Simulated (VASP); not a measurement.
Wanted: the native input for a VASP 6.6.1 run.

| Item | Value |
| --- | --- |
| Task | single point |
| Functional | PBE |
| Potentials or basis | VASP PAW PBE potentials, release 64 (Sb, S) |
| Cutoff | 520 eV |
| k mesh | 4 × 4 × 4 |
| Occupations | gaussian, width 0.1 eV |
| Spin | no spin polarisation |
| Dipole correction | no |
| Further INCAR settings | ALGO = Normal; EDIFF = 1e-06; NBANDS = 12 |

The structure of SbS lies in POSCAR:

```
SbS
1.0
    3.5040436004      0.0000000000      0.0000000000
    0.0000000000      3.5040436004      0.0000000000
    0.0000000000      0.0000000000      3.5040436004
Sb S
1 1
Direct
    0.5000000000      0.5000000000      0.5000000000
    0.0000000000      0.0000000000      0.0000000000
```

The input as run:

INCAR

```
SYSTEM = SbS
PREC     = Accurate       ! precision mode
ENCUT    = 520            ! plane-wave cutoff, eV
EDIFF    = 1E-6           ! SCF threshold, eV
ISMEAR   = 0              ! smearing method
SIGMA    = 0.1            ! smearing width, eV
LREAL    = .FALSE.        ! projectors in reciprocal space
LASPH    = .TRUE.         ! aspherical terms in the spheres
NELM     = 100            ! most SCF steps
ALGO     = Normal         ! electronic algorithm
ISIF     = 2              ! what is computed and relaxed
LWAVE    = .FALSE.        ! write WAVECAR
LCHARG   = .FALSE.        ! write CHGCAR
GGA      = PE             ! functional
NBANDS   = 12             ! bands
```

KPOINTS

```
regular mesh
0
G
  4 4 4
  0 0 0
```

Potentials or basis: VASP PAW PBE potentials, release 64 (Sb, S).

Launch:

```console
$ cat potpaw_PBE.64/Sb/POTCAR potpaw_PBE.64/S/POTCAR > POTCAR
$ mpirun -np 1 vasp_std > vasp.out
```

Results of the run:

```json
{
 "Pressure": "-0.3 GPa"
}
```

Caveat: the k points lie up to 0.45 Å⁻¹ apart.

Wall time 4.5 s on 1 thread of AMD EPYC 7R43 64-Core Processor (Zen 3) (shared host), peak memory 0.11 GiB.
